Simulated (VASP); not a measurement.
# TlCl (Pm-3m) in VASP: single point with r2SCAN+D3(BJ)

Aim: the single point of TlCl with r2SCAN+D3(BJ).

Program: VASP 6.6.1. These are calculated values, not measurements. Logs are shortened: lines on timing, memory, paths and dates and some standing lists are left out, and cuts for length are marked.

### Step 1. The cell of the first run

The structure is cubic, space group Pm-3m (No. 221). Conventional cell: a = 3.834 Å, b = 3.834 Å, c = 3.834 Å, α = 90.00°, β = 90.00°, γ = 90.00°. Within 4.4 Å of Tl (site symmetry m-3m) lie 8 Cl at 3.32 Å and 6 Tl at 3.83 Å. Cl (site symmetry m-3m) has 8 Tl at 3.32 Å and 6 Cl at 3.83 Å within 4.4 Å.

### Step 2. Single point, r2SCAN+D3(BJ)

POSCAR

```
TlCl
1.0
    3.8340000000      0.0000000000      0.0000000000
    0.0000000000      3.8340000000      0.0000000000
    0.0000000000      0.0000000000      3.8340000000
Tl Cl
1 1
Direct
    0.0000000000      0.0000000000      0.0000000000
    0.5000000000      0.5000000000      0.5000000000
```

INCAR.step1

```
  ALGO = Normal
  EDIFF = 1E-5
  ENCUT = 550
  GGA = PE
  GGA_COMPAT = False
  ISMEAR = 0
  LASPH = True
  LCHARG = False
  LREAL = False
  LWAVE = True
  NBANDS = 17
  NELM = 120
  PREC = Accurate
  SIGMA = 0.05
```

INCAR.step2

```
  ALGO = Normal
  EDIFF = 1E-6
  ENCUT = 550
  GGA_COMPAT = False
  ISIF = 2
  ISMEAR = 0
  ISTART = 1
  IVDW = 12
  LASPH = True
  LCHARG = False
  LMIXTAU = True
  LREAL = False
  LWAVE = False
  METAGGA = R2SCAN
  NBANDS = 17
  NELM = 120
  PREC = Accurate
  SIGMA = 0.05
  VDW_A1 = 0.49484001
  VDW_A2 = 5.73083694
  VDW_S6 = 1.0
  VDW_S8 = 0.78981345
```

KPOINTS

```
k-points
0
Gamma
  6 6 6
```

Potentials or basis: VASP PAW PBE potentials, release 64 (Tl_d, Cl).

Started as:

```console
> cat potpaw_PBE.64/Tl_d/POTCAR potpaw_PBE.64/Cl/POTCAR > POTCAR
> cp INCAR.step1 INCAR
> mpirun -np 1 vasp_std > vasp.out
> cp INCAR.step2 INCAR
> mpirun -np 1 vasp_std > vasp.out
```

OUTCAR:

```text
EDIFF = 1E-6
   ENCUT = 550
   ISIF = 2
   ISMEAR = 0
   ISTART = 1
   IVDW = 12
   LASPH = True
   LREAL = False
   METAGGA = R2SCAN
   NELM = 120
   PREC = Accurate
 IVDW          = 12

 ion  position               nearest neighbor table
   1  0.000  0.000  0.000-   2 3.32   2 3.32   2 3.32   2 3.32   2 3.32   2 3.32   2 3.32   2 3.32

   2  0.500  0.500  0.500-   1 3.32   1 3.32   1 3.32   1 3.32   1 3.32   1 3.32   1 3.32   1 3.32

  LATTYP: Found a simple cubic cell.
 ALAT       =     3.8340000000

  Lattice vectors:

 A1 = (   3.8340000000,   0.0000000000,   0.0000000000)
 A2 = (   0.0000000000,   3.8340000000,   0.0000000000)
 A3 = (   0.0000000000,   0.0000000000,   3.8340000000)

Analysis of symmetry for initial positions (statically):
=====================================================================
 Subroutine PRICEL returns:
 Original cell was already a primitive cell.

 Routine SETGRP: Setting up the symmetry group for a
 simple cubic supercell.

 Subroutine GETGRP returns: Found 48 space group operations
 (whereof 48 operations were pure point group operations)
 out of a pool of 48 trial point group operations.

The static configuration has the point symmetry O_h .

Analysis of symmetry for dynamics (positions and initial velocities):
=====================================================================
 Subroutine PRICEL returns:
 Original cell was already a primitive cell.

 Routine SETGRP: Setting up the symmetry group for a
 simple cubic supercell.

 Subroutine GETGRP returns: Found 48 space group operations
 (whereof 48 operations were pure point group operations)
 out of a pool of 48 trial point group operations.

The dynamic configuration has the point symmetry O_h .

 Subroutine INISYM returns: Found 48 space group operations
 (whereof 48 operations are pure point group operations),
 and found     1 'primitive' translations

----------------------------------------------------------------------------------------

                                     Primitive cell

  volume of cell :      56.3581

  direct lattice vectors                    reciprocal lattice vectors
     3.834000000  0.000000000  0.000000000     0.260824204  0.000000000  0.000000000
     0.000000000  3.834000000  0.000000000     0.000000000  0.260824204  0.000000000
     0.000000000  0.000000000  3.834000000     0.000000000  0.000000000  0.260824204

  length of vectors
[... 76 lines left out ...]
   NELM   =    120;   NELMIN=  2; NELMDL=  0     # of ELM steps
   EDIFF  = 0.1E-05   stopping-criterion for ELM
   LREAL  =      F    real-space projection
   EDIFFG = 0.1E-04   stopping-criterion for IOM
   NSW    =      0    number of steps for IOM
   IBRION =     -1    ionic relax: 0-MD 1-quasi-New 2-CG
   NFREE  =      0    steps in history (QN), initial steepest desc. (CG)
   ISIF   =      2    stress and relaxation
   ISYM   =      2    0-nonsym 1-usesym 2-fastsym
   POTIM  = 0.5000    time-step for ionic-motion
   TEBEG  =    0.0;   TEEND  =   0.0 temperature during run
   PSTRESS=    0.0 pullay stress
   NELECT =      20.0000    total number of electrons
   NUPDOWN=      -1.0000    fix difference up-down
   EMIN   =  10.00;   EMAX   =-10.00  energy-range for DOS
   EFERMI =   0.00;   METHOD = LEGACY
   ISMEAR =     0;   SIGMA  =   0.05  broadening in eV -4-tet -1-fermi 0-gaus
   EFERMI_NEDOS =   21; number of points for ismear=-14 and -15
   IALGO  =     38    algorithm
   IMIX   =      4    mixing-type and parameters
     AMIX     =   0.40;   BMIX     =  1.00
     AMIX_MAG =   1.60;   BMIX_MAG =  1.00
  volume/ion in A,a.u.               =      28.18       190.16
  Fermi-wavevector in a.u.,A,eV,Ry     =   1.159043  2.190273 18.277790  1.343380
  Thomas-Fermi vector in A             =   2.295639
   LORBIT       =      0    0 simple, 1 ext, 2 COOP (PROOUT), +10 PAW based schemes
   METAGGA = R2SCAN    functional components
   LHFCALC =     F    Hartree Fock is set to
   AEXX    =    0.0000 exact exchange contribution
   IVDW    =    12    specifies the selected vdW correction
   LEPSILON=     F    determine dielectric tensor
   LRPA    =     F    only Hartree local field effects (RPA)
 non-spin polarized calculation
 Gauss-broadening in eV      SIGMA  =   0.05
  energy-cutoff  :      550.00
  volume of cell :       56.36
 maximum number of plane-waves:      1671
 NGX is ok and might be reduce to    30
   NGX = 15   NGY = 15   NGZ = 15

 number of electron      20.0000005 magnetization

 Free energy of the ion-electron system (eV)
  ---------------------------------------------------
  ext. energy  EPLUGINS =         0.00000000
  ---------------------------------------------------
  free energy    TOTEN  =       -61.54940723 eV

  energy without entropy =      -61.54940723  energy(sigma->0) =      -61.54940723

 E-fermi :   2.7029     XC(G=0):  -9.6286

 val. band max:        2.4222524224   @ k =   0.5000   0.0000   0.0000
 cond. band min:       4.9288532431   @ k =   0.5000   0.0000   0.0000
 fundamental gap:      2.5066008207
 Fermi energy:         2.7028615080

 k-point     1 :       0.0000    0.0000    0.0000
  band No.  band energies     occupation
      1     -11.9905      2.00000
      2      -7.8571      2.00000
      3      -7.8571      2.00000
      4      -7.6063      2.00000
      5      -7.6063      2.00000
      6      -7.6063      2.00000
[... 377 lines left out ...]
      4      -7.7865      2.00000
      5      -7.5412      2.00000
      6      -7.5412      2.00000
[... 9 lines left out ...]
     16      16.1574      0.00000
     17      20.2156      0.00000

------------------------ aborting loop because EDIFF is reached ----------------------------------------

 Edisp (eV)   -0.23591

 E8    (eV) :    -0.0837

  FORCE on cell =-STRESS in cart. coord.  units (eV):
  Direction    XX          YY          ZZ          XY          YZ          ZX
  --------------------------------------------------------------------------------------
  -------------------------------------------------------------------------------------
  Total      -0.13739    -0.13739    -0.13739     0.00000     0.00000     0.00000
  in kB      -3.90586    -3.90586    -3.90586     0.00000     0.00000     0.00000
  external pressure =       -3.91 kB  Pullay stress =        0.00 kB

 VOLUME and BASIS-vectors are now :
 -----------------------------------------------------------------------------
  energy-cutoff  :      550.00
  volume of cell :       56.36
      direct lattice vectors                 reciprocal lattice vectors
     3.834000000  0.000000000  0.000000000     0.260824204  0.000000000  0.000000000
     0.000000000  3.834000000  0.000000000     0.000000000  0.260824204  0.000000000
     0.000000000  0.000000000  3.834000000     0.000000000  0.000000000  0.260824204

 POSITION                                       TOTAL-FORCE (eV/Angst)
 -----------------------------------------------------------------------------------
      0.00000      0.00000      0.00000         0.000000      0.000000      0.000000
      1.91700      1.91700      1.91700         0.000000      0.000000      0.000000
 -----------------------------------------------------------------------------------
    total drift:                                0.000000     -0.000000     -0.000000

  FREE ENERGIE OF THE ION-ELECTRON SYSTEM (eV)
  ---------------------------------------------------
  free  energy   TOTEN  =       -61.7853169644 eV

  energy  without entropy=      -61.7853169644  energy(sigma->0) =      -61.78531696
```

Wall time 76 s (1 thread of Intel Xeon Platinum 8488C (Sapphire Rapids), shared host); peak memory 0.18 GiB.

What came out:

* Free energy: -61.7853 eV
* Pressure: -0.4 GPa
* Band gap on the k mesh: 2.51 eV, direct
* Dispersion energy per atom: -0.118 eV

Caveat: three body term missing; the PAW data sets were made with another functional, which shifts forces and pressure a little; spin-orbit coupling is left out, which moves the levels of the heavy elements. r2SCAN opens gaps a little over a GGA but as a rule still falls short of measured ones.
